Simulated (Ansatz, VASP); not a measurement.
## One calculation of AgBr, two programs

Contents of POSCAR:

```
AgBr
1.0
    4.0507788772      0.0000000000      0.0410430813
    0.0000000000      4.0505695479      0.0000000000
   -0.0570884171      0.0000000000      5.7251025458
Ag Br
2 2
Direct
    0.7499714259      0.7500000000      0.7499778862
    0.2500285741      0.2500000000      0.2500221138
    0.2499845032      0.2500000000      0.7500035515
    0.7500154968      0.7500000000      0.2499964485
```

Contents of INCAR.step1:

```
SYSTEM = AgBr
  ALGO = Normal
  EDIFF = 1E-5
  ENCUT = 550
  GGA = PE
  GGA_COMPAT = .False.
  ISMEAR = 0
  LASPH = .True.
  LCHARG = .False.
  LREAL = .False.
  LWAVE = .True.
  NBANDS = 26
  NELM = 120
  PREC = Accurate
  SIGMA = 0.01
```

The input INCAR.step2:

```
SYSTEM = AgBr
  ALGO = Normal
  EDIFF = 1E-6
  ENCUT = 550
  GGA_COMPAT = .False.
  ISIF = 2
  ISMEAR = 0
  ISTART = 1
  LASPH = .True.
  LCHARG = .True.
  LELF = .True.
  LMIXTAU = .True.
  LREAL = .False.
  LVHAR = .True.
  LWAVE = .False.
  METAGGA = R2SCAN
  NBANDS = 26
  NELM = 120
  PREC = Accurate
  SIGMA = 0.01
```

The input KPOINTS:

```
k-points
0
Gamma
  6 6 4
  0 0 0
```

Input for Ansatz:

```yaml
crystal:
  lattice:
    - [4.0507788772, 0.0, 0.0410430813]
    - [0.0, 4.0505695479, 0.0]
    - [-0.0570884171, 0.0, 5.7251025458]
  atoms:
    - { symbol: Ag, position: [0.7499714259, 0.75, 0.7499778862] }
    - { symbol: Ag, position: [0.2500285741, 0.25, 0.2500221138] }
    - { symbol: Br, position: [0.2499845032, 0.25, 0.7500035515] }
    - { symbol: Br, position: [0.7500154968, 0.75, 0.2499964485] }
kpoints:
  mp_grid: { grid: [6, 6, 4] }
hamiltonian:
  xc: r2scan
scf:
  occupations: { method: fixed }
  n_extra_bands: 5
output:
  forces: true
  stress: true
  eigenvalues: true
```

Alike in both runs: task single point; functional r2SCAN; k mesh 6 × 6 × 4; no spin polarisation.

|  | VASP | Ansatz |
| --- | --- | --- |
| version | VASP 6.6.1 | Ansatz 0.2.0 |
| potentials or method | VASP PAW PBE potentials, release 64 (Ag, Br) | plane waves, PAW |
| plane-wave cutoff (eV) | 550 | 500 |
| occupations | gaussian, width 0.01 eV | fixed |
| valence electrons in the cell | 36 | 52 |

|  | VASP | Ansatz | Ansatz less VASP |
| --- | --- | --- | --- |
| gap on the k mesh at the Fermi level (eV) | 1.24 | 1.29 | +0.048 |
| pressure (GPa) | 1.4 | 1.5 | +0.05 |

VASP's potentials were made for PBE, not for r2SCAN. VASP's potentials hold 36 valence electrons a cell and Ansatz's 52, so a difference there can come from the potentials and not from the codes.
